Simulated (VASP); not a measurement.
# PbS in VASP: further runs

Aim: see how the results for PbS move with the level of theory and the settings. Levels: PBE, r2SCAN. Tasks: single point.

Program: VASP 6.6.1. These are calculated values, not measurements. Logs are shortened: lines on timing, memory, paths and dates and some standing lists are left out, and cuts for length are marked.

## 1. The cell of the first run

The typed cell holds 4 atoms: a = 5.956 Å, b = 4.198 Å, c = 4.198 Å, α = 90.00°, β = 90.00°, γ = 90.00°.

## 2. Single point, PBE

Input file INCAR:

```
  PREC = Accurate
  ENCUT = 520
  EDIFF = 1E-7
  ISMEAR = 0
  SIGMA = 0.01
  LREAL = F
  LASPH = T
  NELM = 80
  ALGO = Normal
  ISIF = 2
  LWAVE = F
  LCHARG = F
  GGA = PE
  NBANDS = 28
```

Input file KPOINTS:

```
Automatic mesh
0
Gamma
  4 6 6
```

Input file POSCAR:

```
PbS
1.0
    5.9555926487      0.0000000000      0.0000000000
    0.0000000000      2.9685440397      2.9685440661
    0.0000000000     -2.9685440397      2.9685440661
Pb S
2 2
Direct
    0.7498944821      0.2605185244      0.7605185244
    0.2501055179      0.7605185244      0.2605185244
    0.7496621081      0.7604814756      0.2604814756
    0.2503378919      0.2604814756      0.7604814756
```

Potentials or basis: VASP PAW PBE potentials, release 64 (Pb_d, S).

Command:

```sh
$ cat potpaw_PBE.64/Pb_d/POTCAR potpaw_PBE.64/S/POTCAR > POTCAR
$ mpirun -np 1 vasp_std > vasp.out
```

OUTCAR:

```text
PREC = Accurate
   ENCUT = 520
   EDIFF = 1E-7
   ISMEAR = 0
   LREAL = F
   LASPH = T
   NELM = 80
   ISIF = 2
   GGA = PE

 ion  position               nearest neighbor table
   1  0.750  0.261  0.761-   3 2.97   3 2.97   3 2.97   3 2.97   4 2.98   4 2.98
   2  0.250  0.761  0.261-   4 2.97   4 2.97   4 2.97   4 2.97   3 2.98   3 2.98
   3  0.750  0.760  0.260-   1 2.97   1 2.97   1 2.97   1 2.97   2 2.98   2 2.98
   4  0.250  0.260  0.760-   2 2.97   2 2.97   2 2.97   2 2.97   1 2.98   1 2.98

  LATTYP: Found a simple tetragonal cell.
 ALAT       =     4.1981552601
 C/A-ratio  =     1.4186213419

  Lattice vectors:

 A1 = (   0.0000000000,   2.9685440397,   2.9685440661)
 A2 = (   0.0000000000,  -2.9685440397,   2.9685440661)
 A3 = (   5.9555926487,   0.0000000000,   0.0000000000)

Analysis of symmetry for initial positions (statically):
=====================================================================
 Subroutine PRICEL returns:
 Original cell was already a primitive cell.

 Routine SETGRP: Setting up the symmetry group for a
 simple tetragonal supercell.

 Subroutine GETGRP returns: Found  4 space group operations
 (whereof  2 operations were pure point group operations)
 out of a pool of 16 trial point group operations.

The static configuration has the point symmetry C_2 .
 The point group associated with its full space group is C_2v.

Analysis of symmetry for dynamics (positions and initial velocities):
=====================================================================
 Subroutine PRICEL returns:
 Original cell was already a primitive cell.

 Routine SETGRP: Setting up the symmetry group for a
 simple tetragonal supercell.

 Subroutine GETGRP returns: Found  4 space group operations
 (whereof  2 operations were pure point group operations)
 out of a pool of 16 trial point group operations.

The dynamic configuration has the point symmetry C_2 .
 The point group associated with its full space group is C_2v.

 Subroutine INISYM returns: Found  4 space group operations
 (whereof  2 operations are pure point group operations),
 and found     1 'primitive' translations

----------------------------------------------------------------------------------------

                                     Primitive cell

  volume of cell :     104.9644

  direct lattice vectors                    reciprocal lattice vectors
     5.955592649  0.000000000  0.000000000     0.167909402  0.000000000  0.000000000
     0.000000000  2.968544040  2.968544066     0.000000000  0.168432738  0.168432736
     0.000000000 -2.968544040  2.968544066     0.000000000 -0.168432738  0.168432736

  length of vectors
     5.955592649  4.198155260  4.198155260     0.167909402  0.238199861  0.238199861

  position of ions in fractional coordinates (direct lattice)
     0.749894482  0.260518524  0.760518524
     0.250105518  0.760518524  0.260518524
     0.749662108  0.760481476  0.260481476
     0.250337892  0.260481476  0.760481476

  ion indices of the primitive-cell ions
   primitive index   ion index
                 1           1
                 2           2
                 3           3
                 4           4

----------------------------------------------------------------------------------------

 KPOINTS: Automatic mesh

Automatic generation of k-mesh.
 Grid dimensions read from file:
 generate k-points for:    4    6    6

 Generating k-lattice:

  Cartesian coordinates                     Fractional coordinates (reciprocal lattice)
     0.041977350  0.000000000  0.000000000     0.250000000  0.000000000  0.000000000
     0.000000000  0.028072123  0.028072123     0.000000000  0.166666667  0.000000000
     0.000000000 -0.028072123  0.028072123     0.000000000  0.000000000  0.166666667

  Length of vectors
     0.041977350  0.039699977  0.039699977

  Shift w.r.t. Gamma in fractional coordinates (k-lattice)
     0.000000000  0.000000000  0.000000000

 Subroutine IBZKPT returns following result:
 ===========================================

 Found     39 irreducible k-points:

 Following reciprocal coordinates:
            Coordinates               Weight
  0.000000  0.000000  0.000000      1.000000
  0.250000  0.000000  0.000000      2.000000
  0.500000  0.000000  0.000000      1.000000
  0.000000  0.166667 -0.000000      4.000000
  0.250000  0.166667 -0.000000      8.000000
  0.500000  0.166667 -0.000000      4.000000
[... 16 lines left out ...]
  0.500000  0.333333  0.166667      4.000000
  0.500000 -0.166667  0.333333      4.000000
 [... further k-points ...]
   k-points           NKPTS =     39   k-points in BZ     NKDIM =     39   number of bands    NBANDS=     28
   number of dos      NEDOS =    301   number of ions     NIONS =      4
   total plane-waves  NPLWV =  49152
   dimension x,y,z NGX =    48 NGY =   32 NGZ =   32
   dimension x,y,z NGXF=    96 NGYF=   64 NGZF=   64
   ions per type =               2   2
   NGX,Y,Z   is equivalent  to a cutoff of  13.40, 12.67, 12.67 a.u.
   NGXF,Y,Z  is equivalent  to a cutoff of  26.80, 25.34, 25.34 a.u.
 SYSTEM =  unknown system
   PREC   = accura    normal or accurate (medium, high low for compatibility)
   ISTART =      0    job   : 0-new  1-cont  2-samecut
   ICHARG =      2    charge: 1-file 2-atom 10-const
   ISPIN  =      1    spin polarized calculation?
   LNONCOLLINEAR =      F non collinear calculations
   LSORBIT =      F    spin-orbit coupling
   LASPH  =      T    aspherical Exc in radial PAW
   ENCUT  =  520.0 eV  38.22 Ry    6.18 a.u.  11.07  7.81  7.81*2*pi/ulx,y,z
   NELM   =     80;   NELMIN=  2; NELMDL= -5     # of ELM steps
   EDIFF  = 0.1E-06   stopping-criterion for ELM
   LREAL  =      F    real-space projection
   EDIFFG = 0.1E-05   stopping-criterion for IOM
   NSW    =      0    number of steps for IOM
   IBRION =     -1    ionic relax: 0-MD 1-quasi-New 2-CG
   NFREE  =      0    steps in history (QN), initial steepest desc. (CG)
   ISIF   =      2    stress and relaxation
   ISYM   =      2    0-nonsym 1-usesym 2-fastsym
   POTIM  = 0.5000    time-step for ionic-motion
   TEBEG  =    0.0;   TEEND  =   0.0 temperature during run
   PSTRESS=    0.0 pullay stress
   NELECT =      40.0000    total number of electrons
   NUPDOWN=      -1.0000    fix difference up-down
   EMIN   =  10.00;   EMAX   =-10.00  energy-range for DOS
   EFERMI =   0.00;   METHOD = LEGACY
   ISMEAR =     0;   SIGMA  =   0.01  broadening in eV -4-tet -1-fermi 0-gaus
   EFERMI_NEDOS =   21; number of points for ismear=-14 and -15
   IALGO  =     38    algorithm
   IMIX   =      4    mixing-type and parameters
     AMIX     =   0.40;   BMIX     =  1.00
     AMIX_MAG =   1.60;   BMIX_MAG =  1.00
  volume/ion in A,a.u.               =      26.24       177.08
  Fermi-wavevector in a.u.,A,eV,Ry     =   1.186900  2.242916 19.166961  1.408732
  Thomas-Fermi vector in A             =   2.323063
   LORBIT       =      0    0 simple, 1 ext, 2 COOP (PROOUT), +10 PAW based schemes
   GGA     = PE    functional components
   LHFCALC =     F    Hartree Fock is set to
   AEXX    =    0.0000 exact exchange contribution
   IVDW    =     0    specifies the selected vdW correction
   LEPSILON=     F    determine dielectric tensor
   LRPA    =     F    only Hartree local field effects (RPA)
 non-spin polarized calculation
 Gauss-broadening in eV      SIGMA  =   0.01
  energy-cutoff  :      520.00
  volume of cell :      104.96
 maximum number of plane-waves:      2848
 NGX is ok and might be reduce to    48
   NGX = 23   NGY = 15   NGZ = 15

 number of electron      40.0000001 magnetization

 Free energy of the ion-electron system (eV)
  ---------------------------------------------------
  ext. energy  EPLUGINS =         0.00000000
  ---------------------------------------------------
  free energy    TOTEN  =       -17.50831133 eV

  energy without entropy =      -17.50831133  energy(sigma->0) =      -17.50831133

 E-fermi :   5.8470     XC(G=0):  -9.6539

 val. band max:        5.7391746104   @ k =   0.5000   0.5000   0.0000
 cond. band min:       6.1247411670   @ k =   0.5000   0.5000   0.0000
 fundamental gap:      0.3855665566
 Fermi energy:         5.8469820899

 k-point     1 :       0.0000    0.0000    0.0000
  band No.  band energies     occupation
      1     -11.2031      2.00000
      2     -11.0915      2.00000
      3     -11.0696      2.00000
      4     -11.0696      2.00000
      5     -11.0670      2.00000
      6     -11.0544      2.00000
[... 20 lines left out ...]
     27      11.4191      0.00000
     28      12.4799      0.00000

 k-point     2 :       0.2500    0.0000    0.0000
  band No.  band energies     occupation
      1     -11.1731      2.00000
      2     -11.0879      2.00000
      3     -11.0706      2.00000
      4     -11.0665      2.00000
      5     -11.0613      2.00000
      6     -11.0613      2.00000
[... 20 lines left out ...]
     27      11.1308      0.00000
     28      11.5672      0.00000

 k-point     3 :       0.5000    0.0000    0.0000
  band No.  band energies     occupation
      1     -11.1114      2.00000
      2     -11.1106      2.00000
      3     -11.0793      2.00000
      4     -11.0792      2.00000
      5     -11.0408      2.00000
      6     -11.0408      2.00000
[... 20 lines left out ...]
     27      10.6815      0.00000
     28      10.6815      0.00000

 k-point     4 :       0.0000    0.1667   -0.0000
  band No.  band energies     occupation
      1     -11.1841      2.00000
      2     -11.0811      2.00000
      3     -11.0695      2.00000
      4     -11.0652      2.00000
      5     -11.0637      2.00000
      6     -11.0554      2.00000
[... 578 lines left out ...]
     27      12.0771      0.00000
     28      13.7794      0.00000

 k-point    23 :       0.5000    0.3333    0.1667
  band No.  band energies     occupation
      1     -11.0956      2.00000
      2     -11.0952      2.00000
      3     -11.0744      2.00000
      4     -11.0744      2.00000
      5     -11.0584      2.00000
      6     -11.0583      2.00000
[... 20 lines left out ...]
     27      13.8830      0.00000
     28      13.8860      0.00000

 k-point    24 :       0.5000   -0.1667    0.3333
  band No.  band energies     occupation
      1     -11.0956      2.00000
      2     -11.0952      2.00000
      3     -11.0744      2.00000
      4     -11.0744      2.00000
      5     -11.0584      2.00000
      6     -11.0583      2.00000
[... 20 lines left out ...]
     27      13.8831      0.00000
     28      13.8860      0.00000

 [... further k-points ...]

------------------------ aborting loop because EDIFF is reached ----------------------------------------

  FORCE on cell =-STRESS in cart. coord.  units (eV):
  Direction    XX          YY          ZZ          XY          YZ          ZX
  --------------------------------------------------------------------------------------
  -------------------------------------------------------------------------------------
  Total        1.2123457      1.2019548      1.2022801      0.0000000      0.0000000      0.0000000
  in kB       18.5052558     18.3466489     18.3516132      0.0000000      0.0000000      0.0000000
  external PRESSURE =      18.4011726 kB  Pullay stress =       0.0000000 kB

 VOLUME and BASIS-vectors are now :
 -----------------------------------------------------------------------------
  energy-cutoff  :      520.00
  volume of cell :      104.96
      direct lattice vectors                 reciprocal lattice vectors
     5.955592649  0.000000000  0.000000000     0.167909402  0.000000000  0.000000000
     0.000000000  2.968544040  2.968544066     0.000000000  0.168432738  0.168432736
     0.000000000 -2.968544040  2.968544066     0.000000000 -0.168432738  0.168432736

 POSITION                                       TOTAL-FORCE (eV/Angst)
 -----------------------------------------------------------------------------------
      4.46607     -1.48427      3.03099         0.000881      0.000000     -0.000199
      1.48953      1.48427      3.03099        -0.000881      0.000000     -0.000199
      4.46468      1.48427      3.03077         0.001859      0.000000      0.000199
      1.49091     -1.48427      3.03077        -0.001859      0.000000      0.000199
 -----------------------------------------------------------------------------------
    total drift:                                0.000000      0.000001     -0.000003

  FREE ENERGIE OF THE ION-ELECTRON SYSTEM (eV)
  ---------------------------------------------------
  free  energy   TOTEN  =       -17.5083113307 eV

  energy  without entropy=      -17.5083113307  energy(sigma->0) =      -17.50831133
```

Run time: 68 s. Hardware: 1 thread of Intel Xeon Platinum 8488C (Sapphire Rapids), shared host; peak memory 0.26 GiB.

What came out:

```yaml
Free_energy: -17.5083 eV
Pressure: 1.8 GPa
Band_gap_on_the_k_mesh: 0.39 eV
```

Caveat: spin-orbit coupling is left out, which moves the levels of the heavy elements.

## 3. Single point, r2SCAN

POSCAR is that of step 2.

Input file INCAR.step1:

```
PREC = Accurate ; ENCUT = 520
ISMEAR = 0 ; SIGMA = 0.01
LREAL = F ; LASPH = T
NELM = 60 ; NBANDS = 28
GGA = PE ; ALGO = Normal
EDIFF = 1E-4 ; LWAVE = T
LCHARG = F
```

Input file INCAR.step2:

```
PREC = Accurate ; ENCUT = 520
EDIFF = 1E-7 ; ISMEAR = 0
SIGMA = 0.01 ; LREAL = F
LASPH = T ; NELM = 60
ALGO = Normal ; ISIF = 2
LWAVE = F ; LCHARG = F
METAGGA = R2SCAN ; LMIXTAU = T
NBANDS = 28 ; ISTART = 1
```

Input file KPOINTS:

```
regular mesh
0
Gamma
  4 6 6
```

Potentials or basis: VASP PAW PBE potentials, release 64 (Pb_d, S).

Command:

```sh
$ cat potpaw_PBE.64/Pb_d/POTCAR potpaw_PBE.64/S/POTCAR > POTCAR
$ cp INCAR.step1 INCAR
$ mpirun -np 1 vasp_std > vasp.out
$ cp INCAR.step2 INCAR
$ mpirun -np 1 vasp_std > vasp.out
```

Run time: 3.5 min. Hardware: 1 thread of Intel Xeon Platinum 8488C (Sapphire Rapids), shared host; peak memory 0.28 GiB.

Results (log left out):

* Free energy: -131.2088 eV
* Pressure: 1.0 GPa
* Band gap on the k mesh: 0.64 eV

Levels at points of the mesh, in eV from the valence-band top:
```tsv
k point	band 18	band 19	band 20	band 21	band 22	band 23
(0.00, 0.00, 0.00)	-2.31	-2.31	-2.28	4.18	5.49	5.56
(0.50, 0.00, 0.00)	-2.96	-1.81	-1.79	2.68	2.71	5.08
(0.00, 0.50, 0.00)	-2.01	-0.80	-0.80	1.70	1.70	2.67
(0.50, 0.50, 0.00)	-1.90	0.00	0.00	0.64	0.64	2.19
(0.00, 0.50, 0.50)	-3.59	-3.56	-3.56	4.17	4.17	6.00
(0.50, 0.50, 0.50)	-4.56	-1.12	-1.12	2.46	2.46	5.02
```

Caveat: the PAW data sets were made with another functional, which shifts forces and pressure a little; spin-orbit coupling is left out, which moves the levels of the heavy elements.
